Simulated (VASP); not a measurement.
# CdTe (rocksalt type) (Fm-3m) in VASP: a series of runs, part 2 of 2

VASP 6.6.1. Earlier steps stand in the parts before.

### 5 Single point, r2SCAN (volume scaled by 0.8)

File POSCAR:

```
CdTe
1.0
    0.0000000000      2.8229223506      2.8229223506
    2.8229223506      0.0000000000      2.8229223506
    2.8229223506      2.8229223506      0.0000000000
Cd Te
1 1
Direct
    0.0000000000      0.0000000000      0.0000000000
    0.5000000000      0.5000000000      0.5000000000
```

File INCAR.step1:

```
PREC = Accurate
ENCUT = 520
ISMEAR = -1
SIGMA = 0.05
LREAL = False
LASPH = True
NELM = 60
NBANDS = 16
GGA = PE
ALGO = Normal
EDIFF = 1E-4
LWAVE = True
LCHARG = False
```

File INCAR.step2:

```
PREC = Accurate
ENCUT = 520
EDIFF = 1E-6
ISMEAR = -1
SIGMA = 0.05
LREAL = False
LASPH = True
NELM = 60
ALGO = Normal
ISIF = 2
LWAVE = False
LCHARG = True
METAGGA = R2SCAN
LMIXTAU = True
LELF = True
LVHAR = True
NBANDS = 16
ISTART = 1
```

File KPOINTS:

```
Automatic mesh
0
Gamma
  13 13 13
```

Started as:

```sh
> cat potpaw_PBE.64/Cd/POTCAR potpaw_PBE.64/Te/POTCAR > POTCAR
> cp INCAR.step1 INCAR
> mpirun -np 1 vasp_std > vasp.out
> cp INCAR.step2 INCAR
> mpirun -np 1 vasp_std > vasp.out
```

Wall time 2.8 min (1 thread of AMD EPYC 9R45 (Zen 5), shared host); peak memory 0.18 GiB.

The run converged. Its results:

```yaml
Free_energy: -45.7056 eV
Pressure: 20.9 GPa
Band_gap_on_the_k_mesh: zero (band 9 reaches 6.66 eV, above the bottom of band 10 at 5.39 eV)
```

Levels at points of the mesh, in eV from the Fermi level:
```
           k point  band 7  band 8  band 9  band 10  band 11  band 12
(0.00, 0.00, 0.00)   -0.83   -0.83   -0.83     2.35     7.53     7.53
```

Caveat: the PAW data sets were made with another functional, which shifts forces and pressure a little; spin-orbit coupling is left out, which moves the levels of the heavy elements.

### 6 Single point, r2SCAN (volume scaled by 0.88)

File POSCAR:

```
CdTe
1.0
    0.0000000000      2.9140466100      2.9140466100
    2.9140466100      0.0000000000      2.9140466100
    2.9140466100      2.9140466100      0.0000000000
Cd Te
1 1
Direct
    0.0000000000      0.0000000000      0.0000000000
    0.5000000000      0.5000000000      0.5000000000
```

File INCAR.step1:

```
SYSTEM = CdTe
PREC     = Accurate       ! precision mode
ENCUT    = 520            ! plane-wave cutoff, eV
ISMEAR   = -1             ! smearing method
SIGMA    = 0.05           ! smearing width, eV
LREAL    = .False.        ! projectors in reciprocal space
LASPH    = .True.         ! aspherical terms in the spheres
NELM     = 100            ! most SCF steps
NBANDS   = 16             ! bands
GGA      = PE             ! functional
ALGO     = Normal         ! electronic algorithm
EDIFF    = 1E-4           ! SCF threshold, eV
LWAVE    = .True.         ! write WAVECAR
LCHARG   = .False.        ! write CHGCAR
```

File INCAR.step2:

```
SYSTEM = CdTe
PREC     = Accurate       ! precision mode
ENCUT    = 520            ! plane-wave cutoff, eV
EDIFF    = 1E-6           ! SCF threshold, eV
ISMEAR   = -1             ! smearing method
SIGMA    = 0.05           ! smearing width, eV
LREAL    = .False.        ! projectors in reciprocal space
LASPH    = .True.         ! aspherical terms in the spheres
NELM     = 100            ! most SCF steps
ALGO     = Normal         ! electronic algorithm
ISIF     = 2              ! what is computed and relaxed
LWAVE    = .False.        ! write WAVECAR
LCHARG   = .False.        ! write CHGCAR
METAGGA  = R2SCAN         ! meta-GGA
LMIXTAU  = .True.       
NBANDS   = 16             ! bands
ISTART   = 1
```

File KPOINTS:

```
Automatic mesh
0
Gamma
  13 13 13
  0 0 0
```

Potentials or basis: VASP PAW PBE potentials, release 64 (Cd, Te).

Started as:

```sh
> cat potpaw_PBE.64/Cd/POTCAR potpaw_PBE.64/Te/POTCAR > POTCAR
> cp INCAR.step1 INCAR
> mpirun -np 1 vasp_std > vasp.out
> cp INCAR.step2 INCAR
> mpirun -np 1 vasp_std > vasp.out
```

OUTCAR:

```text
SYSTEM = CdTe
   PREC = Accurate
   ENCUT = 520
   EDIFF = 1E-6
   ISMEAR = -1
   LREAL = .False.
   LASPH = .True.
   NELM = 100
   ISIF = 2
   METAGGA = R2SCAN
   ISTART = 1

 ion  position               nearest neighbor table
   1  0.000  0.000  0.000-   2 2.91   2 2.91   2 2.91   2 2.91   2 2.91   2 2.91
   2  0.500  0.500  0.500-   1 2.91   1 2.91   1 2.91   1 2.91   1 2.91   1 2.91

  LATTYP: Found a face centered cubic cell.
 ALAT       =     5.8280932200

[... 642 lines left out ...]
 [... further k-points ...]

------------------------ aborting loop because EDIFF is reached ----------------------------------------

  FORCE on cell =-STRESS in cart. coord.  units (eV):
  Direction    XX          YY          ZZ          XY          YZ          ZX
  --------------------------------------------------------------------------------------
  -------------------------------------------------------------------------------------
  Total        2.9823563      2.9823563      2.9823563     -0.0000000      0.0000000      0.0000000
  in kB       96.5496333     96.5496333     96.5496333     -0.0000000      0.0000000      0.0000000
  external PRESSURE =      96.5496333 kB  Pullay stress =       0.0000000 kB

 VOLUME and BASIS-vectors are now :
 -----------------------------------------------------------------------------
  energy-cutoff  :      520.00
  volume of cell :       49.49
      direct lattice vectors                 reciprocal lattice vectors
     0.000000000  2.914046610  2.914046610    -0.171582705  0.171582705  0.171582705
     2.914046610  0.000000000  2.914046610     0.171582705 -0.171582705  0.171582705
     2.914046610  2.914046610  0.000000000     0.171582705  0.171582705 -0.171582705

 POSITION                                       TOTAL-FORCE (eV/Angst)
 -----------------------------------------------------------------------------------
      0.00000      0.00000      0.00000        -0.000000      0.000000     -0.000000
      2.91405      2.91405      2.91405         0.000000     -0.000000      0.000000
 -----------------------------------------------------------------------------------
    total drift:                                0.000000     -0.000000     -0.000000

  FREE ENERGIE OF THE ION-ELECTRON SYSTEM (eV)
  ---------------------------------------------------
  free  energy   TOTEN  =       -46.1222086017 eV

  energy  without entropy=      -46.1170510728  energy(sigma->0) =      -46.11962984
```

Wall time 2.9 min (1 thread of AMD EPYC 9R45 (Zen 5), shared host); peak memory 0.2 GiB.

What came out:

```
Free energy            : -46.1222 eV
Pressure               : 9.7 GPa
Band gap on the k mesh : zero (band 9 reaches 5.40 eV, above the bottom of band 10 at 4.28 eV)
```

Caveat: the PAW data sets were made with another functional, which shifts forces and pressure a little; spin-orbit coupling is left out, which moves the levels of the heavy elements.

### 7 Overview

```tsv
cell	gap on the mesh (eV)	pressure (GPa)
a = 3.523 Å, angles 60.0°, 2 atoms	none	135.8
a = 3.706 Å, angles 60.0°, 2 atoms	none	70.5
a = 3.854 Å, angles 60.0°, 2 atoms	none	39.3
a = 3.992 Å, angles 60.0°, 2 atoms	none	20.9
a = 4.121 Å, angles 60.0°, 2 atoms	none	9.7
```

Alike in all rows: task single point; level r2SCAN; potentials or basis VASP PAW PBE potentials, release 64 (Cd, Te); no spin polarisation; k mesh 13 × 13 × 13; cutoff (eV) 520; smearing fermi-dirac 0.05 eV.

Caveats: the PAW data sets were made with another functional, which shifts forces and pressure a little; spin-orbit coupling is left out, which moves the levels of the heavy elements.

Total energies depend on the potentials used, so only differences within one code and one set of settings carry meaning.
